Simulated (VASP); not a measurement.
# Co (Fd-3m) in VASP: further runs

Co is run at these levels: PBE; tasks: single point, relaxation of cell and atoms.

All numbers are computed with VASP 6.6.1; they aren't measurements. Logs are shortened: lines on timing, memory, paths and dates and some standing lists are left out, and cuts for length are marked.

### 1 The cell of the first run

It takes space group Fd-3m (No. 227, cubic). The conventional cell has a = 4.938 Å, b = 4.938 Å, c = 4.938 Å, α = 90.00°, β = 90.00°, γ = 90.00°. Co (site symmetry -43m) has 4 Co at 2.14 Å within 2.8 Å.

This isn't the form of Co at room conditions, which is hcp.

### 2 Single point, PBE, collinear spin, antiferromagnetic start

Input file INCAR:

```
PREC = Accurate ; ENCUT = 520
EDIFF = 1E-6 ; ISMEAR = -1
SIGMA = 0.05 ; LREAL = F
LASPH = T ; NELM = 150
ALGO = Normal ; ISIF = 2
LWAVE = F ; LCHARG = F
ISPIN = 2 ; MAGMOM = 1.7 -1.7
LORBIT = 11 ; LMAXMIX = 4
GGA = PE ; NBANDS = 20
```

Input file KPOINTS:

```
regular mesh
0
Gamma
  11 11 11
```

Input file POSCAR:

```
Co
1.0
    0.0000000000      2.4691686534      2.4691686534
    2.4691686534      0.0000000000      2.4691686534
    2.4691686534      2.4691686534      0.0000000000
Co
2
Direct
    0.1250000000      0.1250000000      0.1250000000
    0.8750000000      0.8750000000      0.8750000000
```

Potentials or basis: VASP PAW PBE potentials, release 64 (Co).

Command:

```sh
> cat potpaw_PBE.64/Co/POTCAR > POTCAR
> mpirun -np 1 vasp_std > vasp.out
```

OUTCAR:

```text
PREC = Accurate
   ENCUT = 520
   EDIFF = 1E-6
   ISMEAR = -1
   LREAL = F
   LASPH = T
   NELM = 150
   ISIF = 2
   ISPIN = 2
   LORBIT = 11
   GGA = PE

 ion  position               nearest neighbor table
   1  0.125  0.125  0.125-   2 2.14   2 2.14   2 2.14   2 2.14
   2  0.875  0.875  0.875-   1 2.14   1 2.14   1 2.14   1 2.14

  LATTYP: Found a face centered cubic cell.
 ALAT       =     4.9383373068

  Lattice vectors:

 A1 = (   0.0000000000,   2.4691686534,   2.4691686534)
 A2 = (   2.4691686534,   0.0000000000,   2.4691686534)
 A3 = (   2.4691686534,   2.4691686534,   0.0000000000)

Analysis of symmetry for initial positions (statically):
=====================================================================
 Subroutine PRICEL returns:
 Original cell was already a primitive cell.

 Routine SETGRP: Setting up the symmetry group for a
 face centered cubic supercell.

 Subroutine GETGRP returns: Found 48 space group operations
 (whereof 12 operations were pure point group operations)
 out of a pool of 48 trial point group operations.

The static configuration has the point symmetry D_3d.
 The point group associated with its full space group is O_h .

Analysis of symmetry for dynamics (positions and initial velocities):
=====================================================================
 Subroutine PRICEL returns:
 Original cell was already a primitive cell.

 Routine SETGRP: Setting up the symmetry group for a
 face centered cubic supercell.

 Subroutine GETGRP returns: Found 48 space group operations
 (whereof 12 operations were pure point group operations)
 out of a pool of 48 trial point group operations.

The dynamic configuration has the point symmetry D_3d.
 The point group associated with its full space group is O_h .

Analysis of structural, dynamic, and magnetic symmetry:
=====================================================================
 Subroutine PRICEL returns:
 Original cell was already a primitive cell.

 Routine SETGRP: Setting up the symmetry group for a
 face centered cubic supercell.

 Subroutine GETGRP returns: Found 48 space group operations
 (whereof 12 operations were pure point group operations)
 out of a pool of 48 trial point group operations.

The overall configuration has the point symmetry D_3d.
 The point group associated with its full space group is O_h .

 Subroutine INISYM returns: Found 48 space group operations
 (whereof 12 operations are pure point group operations),
 and found     1 'primitive' translations

----------------------------------------------------------------------------------------

                                     Primitive cell

  volume of cell :      30.1080

  direct lattice vectors                    reciprocal lattice vectors
     0.000000000  2.469168653  2.469168653    -0.202497306  0.202497306  0.202497306
     2.469168653  0.000000000  2.469168653     0.202497306 -0.202497306  0.202497306
     2.469168653  2.469168653  0.000000000     0.202497306  0.202497306 -0.202497306

  length of vectors
     3.491931797  3.491931797  3.491931797     0.350735622  0.350735622  0.350735622

  position of ions in fractional coordinates (direct lattice)
     0.125000000  0.125000000  0.125000000
     0.875000000  0.875000000  0.875000000

  ion indices of the primitive-cell ions
   primitive index   ion index
                 1           1
                 2           2

----------------------------------------------------------------------------------------

 KPOINTS: regular mesh

Automatic generation of k-mesh.
 Grid dimensions read from file:
 generate k-points for:   11   11   11

 Generating k-lattice:

  Cartesian coordinates                     Fractional coordinates (reciprocal lattice)
    -0.018408846  0.018408846  0.018408846     0.090909091  0.000000000  0.000000000
     0.018408846 -0.018408846  0.018408846     0.000000000  0.090909091  0.000000000
     0.018408846  0.018408846 -0.018408846     0.000000000  0.000000000  0.090909091

  Length of vectors
     0.031885057  0.031885057  0.031885057

  Shift w.r.t. Gamma in fractional coordinates (k-lattice)
     0.000000000  0.000000000  0.000000000

 Subroutine IBZKPT returns following result:
 ===========================================

 Found     56 irreducible k-points:

 Following reciprocal coordinates:
            Coordinates               Weight
  0.000000  0.000000  0.000000      1.000000
  0.090909  0.000000  0.000000      8.000000
  0.181818  0.000000  0.000000      8.000000
  0.272727  0.000000  0.000000      8.000000
  0.363636  0.000000  0.000000      8.000000
  0.454545  0.000000  0.000000      8.000000
[... 16 lines left out ...]
 -0.272727  0.181818  0.000000     24.000000
 -0.181818  0.181818  0.000000     12.000000
 [... further k-points ...]
   k-points           NKPTS =     56   k-points in BZ     NKDIM =     56   number of bands    NBANDS=     20
   number of dos      NEDOS =    301   number of ions     NIONS =      2
   total plane-waves  NPLWV =  21952
   dimension x,y,z NGX =    28 NGY =   28 NGZ =   28
   dimension x,y,z NGXF=    56 NGYF=   56 NGZF=   56
   ions per type =               2
   NGX,Y,Z   is equivalent  to a cutoff of  13.33, 13.33, 13.33 a.u.
   NGXF,Y,Z  is equivalent  to a cutoff of  26.66, 26.66, 26.66 a.u.
 SYSTEM =  unknown system
   PREC   = accura    normal or accurate (medium, high low for compatibility)
   ISTART =      0    job   : 0-new  1-cont  2-samecut
   ICHARG =      2    charge: 1-file 2-atom 10-const
   ISPIN  =      2    spin polarized calculation?
   LNONCOLLINEAR =      F non collinear calculations
   LSORBIT =      F    spin-orbit coupling
   LASPH  =      T    aspherical Exc in radial PAW
   ENCUT  =  520.0 eV  38.22 Ry    6.18 a.u.   6.49  6.49  6.49*2*pi/ulx,y,z
   NELM   =    150;   NELMIN=  2; NELMDL= -5     # of ELM steps
   EDIFF  = 0.1E-05   stopping-criterion for ELM
   LREAL  =      F    real-space projection
   EDIFFG = 0.1E-04   stopping-criterion for IOM
   NSW    =      0    number of steps for IOM
   IBRION =     -1    ionic relax: 0-MD 1-quasi-New 2-CG
   NFREE  =      0    steps in history (QN), initial steepest desc. (CG)
   ISIF   =      2    stress and relaxation
   ISYM   =      2    0-nonsym 1-usesym 2-fastsym
   POTIM  = 0.5000    time-step for ionic-motion
   TEBEG  =    0.0;   TEEND  =   0.0 temperature during run
   PSTRESS=    0.0 pullay stress
   NELECT =      18.0000    total number of electrons
   NUPDOWN=      -1.0000    fix difference up-down
   EMIN   =  10.00;   EMAX   =-10.00  energy-range for DOS
   EFERMI =   0.00;   METHOD = LEGACY
   ISMEAR =    -1;   SIGMA  =   0.05  broadening in eV -4-tet -1-fermi 0-gaus
   EFERMI_NEDOS =   21; number of points for ismear=-14 and -15
   IALGO  =     38    algorithm
   IMIX   =      4    mixing-type and parameters
     AMIX     =   0.40;   BMIX     =  1.00
     AMIX_MAG =   1.60;   BMIX_MAG =  1.00
  volume/ion in A,a.u.               =      15.05       101.59
  Fermi-wavevector in a.u.,A,eV,Ry     =   1.379129  2.606176 25.878240  1.901997
  Thomas-Fermi vector in A             =   2.504127
   LORBIT       =     11    0 simple, 1 ext, 2 COOP (PROOUT), +10 PAW based schemes
   GGA     = PE    functional components
   LHFCALC =     F    Hartree Fock is set to
   AEXX    =    0.0000 exact exchange contribution
   IVDW    =     0    specifies the selected vdW correction
   LEPSILON=     F    determine dielectric tensor
   LRPA    =     F    only Hartree local field effects (RPA)
 spin polarized calculation
  energy-cutoff  :      520.00
  volume of cell :       30.11
 maximum number of plane-waves:       869
 NGX is ok and might be reduce to    28
   NGX = 13   NGY = 13   NGZ = 13

 number of electron      17.9999996 magnetization      -0.0000000

 number of electron      17.9999996 magnetization       0.0000000

 Free energy of the ion-electron system (eV)
  ---------------------------------------------------
  ext. energy  EPLUGINS =         0.00000000
  ---------------------------------------------------
  free energy    TOTEN  =       -11.40635550 eV

  energy without entropy =      -11.36889164  energy(sigma->0) =      -11.38762357

 E-fermi :   6.2025     XC(G=0): -11.2872

 val. band max:        6.2003089263   @ k =   0.4545   0.2727   0.0000
 cond. band min:       6.2184723036   @ k =   0.3636   0.0909   0.0000
 fundamental gap:      0.0181633772
 Fermi energy:         6.2024888103

 spin component 1

 k-point     1 :       0.0000    0.0000    0.0000
  band No.  band energies     occupation
      1      -0.6221      1.00000
      2       3.2277      1.00000
      3       3.2277      1.00000
      4       3.3763      1.00000
      5       3.3763      1.00000
      6       3.3763      1.00000
[... 12 lines left out ...]
     19      22.1569      0.00000
     20      23.9636      0.00000
[... 507 lines left out ...]
 k-point    24 :      -0.1818    0.1818    0.0000
  band No.  band energies     occupation
      1       0.9903      1.00000
      2       2.8821      1.00000
      3       3.2443      1.00000
      4       3.3623      1.00000
      5       3.6313      1.00000
      6       4.0198      1.00000
[... 12 lines left out ...]
     19      23.1200      0.00000
     20      26.1797      0.00000

 [... further k-points ...]

 spin component 2

 k-point     1 :       0.0000    0.0000    0.0000
  band No.  band energies     occupation
      1      -0.6221      1.00000
      2       3.2277      1.00000
      3       3.2277      1.00000
      4       3.3763      1.00000
      5       3.3763      1.00000
      6       3.3763      1.00000
[... 12 lines left out ...]
     19      22.1569      0.00000
     20      23.9636      0.00000
[... 507 lines left out ...]
 k-point    24 :      -0.1818    0.1818    0.0000
  band No.  band energies     occupation
      1       0.9903      1.00000
      2       2.8821      1.00000
      3       3.2443      1.00000
      4       3.3623      1.00000
      5       3.6313      1.00000
      6       4.0198      1.00000
[... 12 lines left out ...]
     19      23.1200      0.00000
     20      26.1797      0.00000

 [... further k-points ...]

------------------------ aborting loop because EDIFF is reached ----------------------------------------

  FORCE on cell =-STRESS in cart. coord.  units (eV):
  Direction    XX          YY          ZZ          XY          YZ          ZX
  --------------------------------------------------------------------------------------
  -------------------------------------------------------------------------------------
  Total       -0.4431856     -0.4431856     -0.4431856      0.0000000      0.0000000      0.0000000
  in kB      -23.5838075    -23.5838075    -23.5838075      0.0000000      0.0000000      0.0000000
  external PRESSURE =     -23.5838075 kB  Pullay stress =       0.0000000 kB

 VOLUME and BASIS-vectors are now :
 -----------------------------------------------------------------------------
  energy-cutoff  :      520.00
  volume of cell :       30.11
      direct lattice vectors                 reciprocal lattice vectors
     0.000000000  2.469168653  2.469168653    -0.202497306  0.202497306  0.202497306
     2.469168653  0.000000000  2.469168653     0.202497306 -0.202497306  0.202497306
     2.469168653  2.469168653  0.000000000     0.202497306  0.202497306 -0.202497306

 POSITION                                       TOTAL-FORCE (eV/Angst)
 -----------------------------------------------------------------------------------
      0.61729      0.61729      0.61729        -0.000000     -0.000000     -0.000000
      4.32105      4.32105      4.32105         0.000000      0.000000      0.000000
 -----------------------------------------------------------------------------------
    total drift:                                0.000000      0.000000     -0.000000

  FREE ENERGIE OF THE ION-ELECTRON SYSTEM (eV)
  ---------------------------------------------------
  free  energy   TOTEN  =       -11.4063555045 eV

  energy  without entropy=      -11.3688916428  energy(sigma->0) =      -11.38762357

 total charge

# of ion       s       p       d       tot
------------------------------------------
    1        0.549   0.399   7.363   8.311
    2        0.549   0.399   7.363   8.311
--------------------------------------------------
tot          1.098   0.798  14.725  16.621

 magnetization (x)

# of ion       s       p       d       tot
------------------------------------------
    1       -0.000   0.000   0.000   0.000
    2        0.000  -0.000  -0.000  -0.000
--------------------------------------------------
tot          0.000   0.000   0.000   0.000
```

Wall time 54 s (1 thread of Intel Xeon 6975P-C (Granite Rapids), shared host); peak memory 0.19 GiB.

What came out:

| Property | Result |
| --- | --- |
| Free energy | -11.4064 eV |
| Pressure | -2.4 GPa |
| Band gap on the k mesh | zero (filled and empty bands overlap) |
| Net moment | 0.00 μB per cell |
| Valence electrons inside the program's atomic spheres | Co 8.31 |

Levels at points of the mesh, in eV from the Fermi level:
Spin up:
```csv
k point,band 7,band 8,band 9,band 10,band 11,band 12
"(0.00, 0.00, 0.00)",-1.04,-1.04,-1.04,0.26,0.26,13.16
```
Spin down:
```csv
k point,band 7,band 8,band 9,band 10,band 11,band 12
"(0.00, 0.00, 0.00)",-1.04,-1.04,-1.04,0.26,0.26,13.16
```

### 3 Single point, PBE, collinear spin, ferromagnetic start (16.26 Å³/atom)

This run uses another cell than the first one, of 16.26 Å³/atom.

Input file INCAR:

```
  PREC = Accurate
  ENCUT = 520
  EDIFF = 1E-7
  ISMEAR = -1
  SIGMA = 0.05
  LREAL = F
  LASPH = T
  NELM = 150
  ALGO = Normal
  ISIF = 2
  LWAVE = F
  LCHARG = F
  ISPIN = 2
  MAGMOM = -1.659 -1.659
  LORBIT = 11
  LMAXMIX = 4
  GGA = PE
  NBANDS = 20
```

Input file KPOINTS:

```
Automatic mesh
0
Gamma
  12 12 12
```

Input file POSCAR:

```
Co
1.0
    0.0000000000      2.5333314034      2.5333314034
    2.5333314034      0.0000000000      2.5333314034
    2.5333314034      2.5333314034      0.0000000000
Co
2
Direct
    0.1250000000      0.1250000000      0.1250000000
    0.8750000000      0.8750000000      0.8750000000
```

Potentials or basis: VASP PAW PBE potentials, release 64 (Co).

Command:

```sh
> cat potpaw_PBE.64/Co/POTCAR > POTCAR
> mpirun -np 1 vasp_std > vasp.out
```

Run time: 68 s. Hardware: 1 thread of Intel Xeon 6975P-C (Granite Rapids), shared host; peak memory 0.21 GiB.

It converged, with:

| Quantity | Value |
| --- | --- |
| Free energy | -11.5196 eV |
| Pressure | 0.1 GPa |
| Net moment | -3.44 μB per cell |
| Site moments | Co -1.71 μB |
| Valence electrons inside the program's atomic spheres | Co 8.20 |

Levels at points of the mesh, in eV from the Fermi level:
Spin up:
```
           k point  band 4  band 5  band 6  band 7  band 8  band 9  band 10  band 11
(0.00, 0.00, 0.00)   -1.71   -1.69   -1.69    0.02    0.02    0.02     1.45     1.45
(0.50, 0.00, 0.00)   -1.66   -1.62   -1.62   -1.11    0.57    0.57     1.15     1.15
(0.50, 0.50, 0.00)   -1.59   -1.37   -1.37   -0.08   -0.08    1.30     1.30     2.48
```
Spin down:
```
           k point  band 9  band 10  band 11  band 12  band 13  band 14
(0.00, 0.00, 0.00)   -1.59    -0.64    -0.64    12.25    12.25    12.25
(0.50, 0.00, 0.00)   -1.33    -0.69    -0.69     0.72     8.93     8.93
(0.50, 0.50, 0.00)   -0.53    -0.53     1.24     1.24     4.64     4.64
```

(Continued in part 2 of 2.)
